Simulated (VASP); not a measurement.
# CsCl (Pm-3m) in VASP: notebook

CsCl is run at these levels: PBE; tasks: single point.

All numbers are computed with VASP 6.6.1; they aren't measurements. Logs are shortened: lines on timing, memory, paths and dates and some standing lists are left out, and cuts for length are marked.

### 1 The cell of the first run

The structure is cubic, space group Pm-3m (No. 221). Conventional cell: a = 4.219 Å, b = 4.219 Å, c = 4.219 Å, α = 90.00°, β = 90.00°, γ = 90.00°. Within 4.8 Å of Cs (site symmetry m-3m) lie 8 Cl at 3.65 Å and 6 Cs at 4.22 Å. Within 4.8 Å of Cl (site symmetry m-3m) lie 8 Cs at 3.65 Å and 6 Cl at 4.22 Å.

### 2 Single point, PBE

Input file INCAR:

```
SYSTEM = CsCl
PREC     = Accurate       ! precision mode
ENCUT    = 500            ! plane-wave cutoff, eV
EDIFF    = 1E-6           ! SCF threshold, eV
ISMEAR   = 0              ! smearing method
SIGMA    = 0.05           ! smearing width, eV
LREAL    = .FALSE.        ! projectors in reciprocal space
LASPH    = .TRUE.         ! aspherical terms in the spheres
NELM     = 120            ! most SCF steps
ALGO     = Normal         ! electronic algorithm
ISIF     = 2              ! what is computed and relaxed
LWAVE    = .FALSE.        ! write WAVECAR
LCHARG   = .TRUE.         ! write CHGCAR
GGA      = PE             ! functional
LELF     = .TRUE.         ! ELF
LVHAR    = .TRUE.       
NBANDS   = 15             ! bands
GGA_COMPAT= .FALSE.
```

Input file KPOINTS:

```
regular mesh
0
G
  4 4 4
  0 0 0
```

Input file POSCAR:

```
CsCl
1.0
    4.2192757672      0.0000000000      0.0000000000
    0.0000000000      4.2192757672      0.0000000000
    0.0000000000      0.0000000000      4.2192757672
Cs Cl
1 1
Direct
    0.0000000000      0.0000000000      0.0000000000
    0.5000000000      0.5000000000      0.5000000000
```

Potentials or basis: VASP PAW PBE potentials, release 64 (Cs_sv, Cl).

Started as:

```
> cat potpaw_PBE.64/Cs_sv/POTCAR potpaw_PBE.64/Cl/POTCAR > POTCAR
> mpirun -np 1 vasp_std > vasp.out
```

OUTCAR:

```text
SYSTEM = CsCl
   PREC = Accurate
   ENCUT = 500
   EDIFF = 1E-6
   ISMEAR = 0
   LREAL = .FALSE.
   LASPH = .TRUE.
   NELM = 120
   ISIF = 2
   GGA = PE

 ion  position               nearest neighbor table
   1  0.000  0.000  0.000-
   2  0.500  0.500  0.500-

  LATTYP: Found a simple cubic cell.
 ALAT       =     4.2192757672

  Lattice vectors:

 A1 = (   4.2192757672,   0.0000000000,   0.0000000000)
 A2 = (   0.0000000000,   4.2192757672,   0.0000000000)
 A3 = (   0.0000000000,   0.0000000000,   4.2192757672)

Analysis of symmetry for initial positions (statically):
=====================================================================
 Subroutine PRICEL returns:
 Original cell was already a primitive cell.

 Routine SETGRP: Setting up the symmetry group for a
 simple cubic supercell.

 Subroutine GETGRP returns: Found 48 space group operations
 (whereof 48 operations were pure point group operations)
 out of a pool of 48 trial point group operations.

The static configuration has the point symmetry O_h .

Analysis of symmetry for dynamics (positions and initial velocities):
=====================================================================
 Subroutine PRICEL returns:
 Original cell was already a primitive cell.

 Routine SETGRP: Setting up the symmetry group for a
 simple cubic supercell.

 Subroutine GETGRP returns: Found 48 space group operations
 (whereof 48 operations were pure point group operations)
 out of a pool of 48 trial point group operations.

The dynamic configuration has the point symmetry O_h .

 Subroutine INISYM returns: Found 48 space group operations
 (whereof 48 operations are pure point group operations),
 and found     1 'primitive' translations

----------------------------------------------------------------------------------------

                                     Primitive cell

  volume of cell :      75.1128

  direct lattice vectors                    reciprocal lattice vectors
     4.219275767  0.000000000  0.000000000     0.237007500  0.000000000  0.000000000
     0.000000000  4.219275767  0.000000000     0.000000000  0.237007500  0.000000000
     0.000000000  0.000000000  4.219275767     0.000000000  0.000000000  0.237007500

  length of vectors
     4.219275767  4.219275767  4.219275767     0.237007500  0.237007500  0.237007500

  position of ions in fractional coordinates (direct lattice)
     0.000000000  0.000000000  0.000000000
     0.500000000  0.500000000  0.500000000

  ion indices of the primitive-cell ions
[... 70 lines left out ...]
   PSTRESS=    0.0 pullay stress
   NELECT =      16.0000    total number of electrons
   NUPDOWN=      -1.0000    fix difference up-down
   EMIN   =  10.00;   EMAX   =-10.00  energy-range for DOS
   EFERMI =   0.00;   METHOD = LEGACY
   ISMEAR =     0;   SIGMA  =   0.05  broadening in eV -4-tet -1-fermi 0-gaus
   EFERMI_NEDOS =   21; number of points for ismear=-14 and -15
   IALGO  =     38    algorithm
   IMIX   =      4    mixing-type and parameters
     AMIX     =   0.40;   BMIX     =  1.00
     AMIX_MAG =   1.60;   BMIX_MAG =  1.00
  volume/ion in A,a.u.               =      37.56       253.44
  Fermi-wavevector in a.u.,A,eV,Ry     =   0.977710  1.847605 13.006050  0.955918
  Thomas-Fermi vector in A             =   2.108429
   LORBIT       =      0    0 simple, 1 ext, 2 COOP (PROOUT), +10 PAW based schemes
   GGA     = PE    functional components
   LHFCALC =     F    Hartree Fock is set to
   AEXX    =    0.0000 exact exchange contribution
   IVDW    =     0    specifies the selected vdW correction
   LEPSILON=     F    determine dielectric tensor
   LRPA    =     F    only Hartree local field effects (RPA)
 non-spin polarized calculation
 Gauss-broadening in eV      SIGMA  =   0.05
  energy-cutoff  :      500.00
  volume of cell :       75.11
 maximum number of plane-waves:      1935
 NGX is ok and might be reduce to    32
   NGX = 15   NGY = 15   NGZ = 15

 number of electron      15.9999991 magnetization

 Free energy of the ion-electron system (eV)
  ---------------------------------------------------
  ext. energy  EPLUGINS =         0.00000000
  ---------------------------------------------------
  free energy    TOTEN  =        -6.54082315 eV

  energy without entropy =       -6.54082315  energy(sigma->0) =       -6.54082315

 E-fermi :  -0.4008     XC(G=0):  -7.9440

 val. band max:       -0.6603247691   @ k =   0.0000   0.0000   0.0000
 cond. band min:       4.2972360868   @ k =   0.0000   0.0000   0.0000
 fundamental gap:      4.9575608560
 Fermi energy:        -0.4007504220

 k-point     1 :       0.0000    0.0000    0.0000
  band No.  band energies     occupation
      1     -20.1471      2.00000
      2     -12.7494      2.00000
      3      -6.6781      2.00000
      4      -6.6781      2.00000
      5      -6.6781      2.00000
      6      -0.6603      2.00000
      7      -0.6603      2.00000
      8      -0.6603      2.00000
      9       4.2972      0.00000
     10       4.7824      0.00000
     11       4.7824      0.00000
     12       9.1108      0.00000
     13       9.1108      0.00000
     14       9.1108      0.00000
[... 149 lines left out ...]
      2     -12.6061      2.00000
      3      -7.1301      2.00000
      4      -7.1301      2.00000
      5      -7.1301      2.00000
      6      -1.5956      2.00000
      7      -1.5956      2.00000
      8      -1.5956      2.00000
      9       7.5351      0.00000
     10       7.5351      0.00000
     11       7.5351      0.00000
     12       9.4717      0.00000
     13       9.4717      0.00000
     14       9.4717      0.00000
     15      11.2733      0.00000

------------------------ aborting loop because EDIFF is reached ----------------------------------------

  FORCE on cell =-STRESS in cart. coord.  units (eV):
  Direction    XX          YY          ZZ          XY          YZ          ZX
  --------------------------------------------------------------------------------------
  -------------------------------------------------------------------------------------
  Total       -0.0588467     -0.0588467     -0.0588467     -0.0000000      0.0000000      0.0000000
  in kB       -1.2552165     -1.2552165     -1.2552165     -0.0000000      0.0000000      0.0000000
  external PRESSURE =      -1.2552165 kB  Pullay stress =       0.0000000 kB

 VOLUME and BASIS-vectors are now :
 -----------------------------------------------------------------------------
  energy-cutoff  :      500.00
  volume of cell :       75.11
      direct lattice vectors                 reciprocal lattice vectors
     4.219275767  0.000000000  0.000000000     0.237007500  0.000000000  0.000000000
     0.000000000  4.219275767  0.000000000     0.000000000  0.237007500  0.000000000
     0.000000000  0.000000000  4.219275767     0.000000000  0.000000000  0.237007500

 POSITION                                       TOTAL-FORCE (eV/Angst)
 -----------------------------------------------------------------------------------
      0.00000      0.00000      0.00000         0.000000      0.000000      0.000000
      2.10964      2.10964      2.10964         0.000000      0.000000      0.000000
 -----------------------------------------------------------------------------------
    total drift:                                0.000000      0.000000     -0.000000

  FREE ENERGIE OF THE ION-ELECTRON SYSTEM (eV)
  ---------------------------------------------------
  free  energy   TOTEN  =        -6.5408231513 eV

  energy  without entropy=       -6.5408231513  energy(sigma->0) =       -6.54082315
```

stdout:

```text
POSCAR found type information on POSCAR CsCl
 POSCAR found :  2 types and       2 ions
 scaLAPACK will be used
 LDA part: xc-table for (Slater+PW92), standard interpolation
 POSCAR, INCAR and KPOINTS ok, starting setup
 FFT: planning ... GRIDC
 FFT: planning ... GRID_SOFT
 FFT: planning ... GRID
 WAVECAR not read
 entering main loop
```

Run time: 4.6 s. Hardware: 1 thread of Intel Xeon 6975P-C (Granite Rapids), shared host; peak memory 0.17 GiB.

Results:

```
Free energy            : -6.5408 eV
Pressure               : -0.1 GPa
Band gap on the k mesh : 4.96 eV
```

Caveat: spin-orbit coupling is left out, which moves the levels of the heavy elements.

### 3 Single point, PBE (37.56 Å³/atom)

Input file INCAR:

```
PREC = Accurate
ENCUT = 500
EDIFF = 1E-6
ISMEAR = 0
SIGMA = 0.02
LREAL = False
LASPH = True
NELM = 120
ALGO = Normal
ISIF = 2
LWAVE = False
LCHARG = True
GGA = PE
LELF = True
LVHAR = True
NBANDS = 15
GGA_COMPAT = False
```

Input file KPOINTS:

```
Automatic mesh
0
Gamma
  6 6 6
```

Input file POSCAR:

```
CsCl
1.0
    4.2193000000      0.0000000000      0.0000000000
    0.0000000000      4.2193000000      0.0000000000
    0.0000000000      0.0000000000      4.2193000000
Cs Cl
1 1
Direct
    0.0000000000      0.0000000000      0.0000000000
    0.5000000000      0.5000000000      0.5000000000
```

Potentials or basis: VASP PAW PBE potentials, release 64 (Cs_sv, Cl).

Started as:

```
> cat potpaw_PBE.64/Cs_sv/POTCAR potpaw_PBE.64/Cl/POTCAR > POTCAR
> mpirun -np 1 vasp_std > vasp.out
```

It took 6.8 s on 1 thread of Intel Xeon 6975P-C (Granite Rapids), shared host; peak memory 0.18 GiB.

Results (log left out):

```
Free energy            : -6.5412 eV
Pressure               : -0.1 GPa
Band gap on the k mesh : 4.96 eV
```

Levels at points of the mesh, in eV from the valence-band top:
| k point | band 6 | band 7 | band 8 | band 9 | band 10 | band 11 |
| --- | --- | --- | --- | --- | --- | --- |
| (0.00, 0.00, 0.00) | 0.00 | 0.00 | 0.00 | 4.96 | 5.44 | 5.44 |
| (0.50, 0.00, 0.00) | -1.03 | -0.18 | -0.18 | 6.37 | 7.27 | 8.44 |
| (0.50, 0.50, 0.00) | -0.41 | -0.41 | -0.02 | 5.87 | 5.96 | 7.88 |
| (0.50, 0.50, 0.50) | -0.94 | -0.94 | -0.94 | 8.20 | 8.20 | 8.20 |

Caveat: spin-orbit coupling is left out, which moves the levels of the heavy elements.
